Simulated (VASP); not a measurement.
Crystal: Al4Ni.

```
Al Ni
1.0
     4.34736    0.00000    0.00000
    -2.17368    3.76492    0.00000
     0.00000    0.00000    5.37072
Al Ni
4 1
Direct
  0.33333 0.66667 0.24896
  0.33333 0.66667 0.75104
  0.66667 0.33333 0.75104
  0.66667 0.33333 0.24896
  0.00000 0.00000 0.50000
```

The cell was generated, and may not be a known phase.

| Item | Value |
| --- | --- |
| Program | VASP 6.6.1 |
| Task | relaxation of cell and atoms |
| Functional | PBE |
| Potentials or basis | VASP PAW PBE potentials, release 64 (Al, Ni) |
| Cutoff | 600 eV |
| k mesh | 12 × 12 × 8 |
| Occupations | gaussian, width 0.1 eV |
| Spin | no spin polarisation |

At the start: pressure -0.1 GPa; volume 17.58 Å³/atom.

**Question.** Where does the relaxation end?

**Answer.** Over 4 steps the energy falls by 4.0 meV/atom and the volume is 17.60 Å³/atom (+0.1 %); space group P6/mmm (No. 191, to 0.1 Å) before and after.

The path:
```tsv
step	energy change (eV)	largest force (eV/Å)	pressure (GPa)	volume (Å³)
1	0.0000	0.0774	-0.07	87.91
2	-0.0200	0.0090	0.18	87.80
3	-0.0200	0.0096	0.14	87.80
4	-0.0201	0.0009	-0.07	87.99
```

Final structure:
```cif
data_structure
_symmetry_space_group_name_H-M 'P 1'
_symmetry_Int_Tables_number 1
_cell_length_a 4.3371
_cell_length_b 4.3371
_cell_length_c 5.4016
_cell_angle_alpha 90.000
_cell_angle_beta 90.000
_cell_angle_gamma 120.000
_cell_volume 87.99
loop_
_atom_site_label
_atom_site_type_symbol
_atom_site_fract_x
_atom_site_fract_y
_atom_site_fract_z
_atom_site_occupancy
Al1 Al 0.33333 0.66667 0.24817 1
Al2 Al 0.33333 0.66667 0.75183 1
Al3 Al 0.66667 0.33333 0.75183 1
Al4 Al 0.66667 0.33333 0.24817 1
Ni1 Ni 0.00000 0.00000 0.50000 1
```
